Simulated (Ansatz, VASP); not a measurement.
BeS: VASP beside Ansatz

```xyz
2
Lattice="0.0000 2.5102 2.4309 2.4309 0.0000 2.4309 2.4309 2.5102 0.0000" Properties=species:S:1:pos:R:3 pbc="T T T"
Be    0.0000    0.0000    0.0000
S     3.6464    3.7653    3.6464
```

Alike in both runs: task single point; functional PBEsol; k mesh 10 × 10 × 10; occupations gaussian, width 0.05 eV; no spin polarisation.

|  | VASP | Ansatz |
| --- | --- | --- |
| version | VASP 6.6.1 | Ansatz 0.2.0 |
| potentials or method | VASP PAW PBE potentials, release 64 (Be, S), cutoff 520 eV | scalar-relativistic, plane waves, PAW |
| valence electrons in the cell | 8 | 8 |

Ansatz gave:

| Quantity | Value |
| --- | --- |
| gap on the k mesh at the Fermi level (eV) | 2.88 |
| least direct gap on the mesh (eV) | 5.32 |
| pressure (GPa) | -4.2 |
| traceless stress, the component that is largest in VASP (GPa) | -2.08 |

Question: Which values does VASP return?

Answer: gap on the k mesh at the Fermi level (eV): 2.88; least direct gap on the mesh (eV): 5.32; pressure (GPa): -4.0; traceless stress, the component that is largest in VASP (GPa): -2.07.

VASP's potentials were made for PBE, not for PBEsol. The functional is the same, so the differences come from potentials, cutoffs and numerics.
